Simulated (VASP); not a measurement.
The system is BiS.

```
Bi S
1.0
     4.00294    0.00000    0.00000
     0.00000    4.00294    0.00000
     0.00000    0.00000    4.00294
Bi S
1 1
Direct
  0.50000 0.50000 0.50000
  0.00000 0.00000 0.00000
```

| Quantity | Value |
| --- | --- |
| Program | VASP 6.6.1 |
| Task | relaxation of cell and atoms |
| Functional | PBE |
| Dispersion | D4 |
| Potentials or basis | VASP PAW PBE potentials, release 64 (Bi_d, S) |
| Cutoff | 600 eV |
| k mesh | 7 × 7 × 7 |
| Occupations | fermi-dirac, width 0.05 eV |
| Spin | no spin polarisation |

At the start: pressure -12.5 GPa; volume 32.07 Å³/atom.

Where does the relaxation end?

Over 3 steps the energy falls by 521.7 meV/atom and the volume is 22.31 Å³/atom (-30.4 %); space group Pm-3m (No. 221, to 0.05 Å).

Step by step:
| step | energy change (eV) | largest force (eV/Å) | pressure (GPa) | volume (Å³) |
| --- | --- | --- | --- | --- |
| 1 | 0.0000 | 0.0000 | -12.45 | 64.14 |
| 2 | -1.0383 | 0.0000 | 1.73 | 43.67 |
| 3 | -1.0433 | 0.0000 | 0.02 | 44.62 |

Final structure:
```
CELL_PARAMETERS angstrom
3.54689 0.00000 0.00000
0.00000 3.54689 0.00000
0.00000 0.00000 3.54689
ATOMIC_POSITIONS crystal
Bi 0.50000 0.50000 0.50000
S 0.00000 0.00000 0.00000
```

Caveat: the volume moved by over 15 % at a fixed basis, so the end points are rough; pairwise dispersion overbinds metals, which lowers pressure and volume.
